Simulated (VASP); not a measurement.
A run of VASP 6.6.1 is set up as follows.

Contents of INCAR:

```
PREC     = Accurate       # precision mode
ENCUT    = 600            # plane-wave cutoff, eV
EDIFF    = 1E-6           # SCF threshold, eV
ISMEAR   = -1             # smearing method
SIGMA    = 0.05           # smearing width, eV
LREAL    = False          # projectors in reciprocal space
LASPH    = True           # aspherical terms in the spheres
NELM     = 60             # most SCF steps
ALGO     = Normal         # electronic algorithm
ISIF     = 3              # what is computed and relaxed
LWAVE    = False          # write WAVECAR
LCHARG   = False          # write CHGCAR
GGA      = PS             # functional
IBRION   = 2              # ionic algorithm
NSW      = 80             # ionic steps
EDIFFG   = -0.02          # ionic threshold
PSTRESS  = 200.0
```

File KPOINTS:

```
Automatic mesh
0
Gamma
  11 11 6
```

File POSCAR:

```
Os
1.0
    2.7341000000      0.0000000000      0.0000000000
   -1.3670500000      2.3678000565      0.0000000000
    0.0000000000      0.0000000000      4.3197000000
Os
2
Direct
    0.6666666667      0.3333333333      0.7500000000
    0.3333333333      0.6666666667      0.2500000000
```

Potentials or basis: VASP PAW PBE potentials, release 64 (Os).

Launch:

```sh
$ cat potpaw_PBE.64/Os/POTCAR > POTCAR
$ mpirun -np 1 vasp_std > vasp.out
```

Q: What does it give for the space group after relaxing (to 0.05 Å)?

A: P6_3/mmc (No. 194).

Q: Predict the relaxed volume.

A: 13.36 Å³/atom.

Q: What does it give for the relaxed cell?

A: a = 2.691 Å, b = 2.691 Å, c = 4.260 Å, α = 90.00°, β = 90.00°, γ = 120.00°.

The path:
| step | energy change (eV) | largest force (eV/Å) | pressure (GPa) | volume (Å³) |
| --- | --- | --- | --- | --- |
| 1 | 0.0000 | 0.0000 | -2.10 | 27.96 |
| 2 | 4.1940 | 0.0000 | 253.18 | 20.86 |
| 3 | 0.0488 | 0.0000 | 17.06 | 26.86 |
| 4 | 0.0605 | 0.0000 | 19.12 | 26.76 |
| 5 | 0.0658 | 0.0000 | 19.99 | 26.72 |
| 6 | 0.0689 | 0.0000 | 20.49 | 26.69 |
| 7 | 0.0535 | 0.0000 | 17.76 | 26.82 |
| 8 | 0.0641 | 0.0000 | 19.70 | 26.73 |
| 9 | 0.0702 | 0.0000 | 20.66 | 26.68 |
| 10 | 0.0660 | 0.0000 | 19.98 | 26.71 |

Caveat: the cell is relaxed towards a set pressure, so the enthalpy falls and the energy may rise; the PAW data sets were made with another functional, which shifts forces and pressure a little.
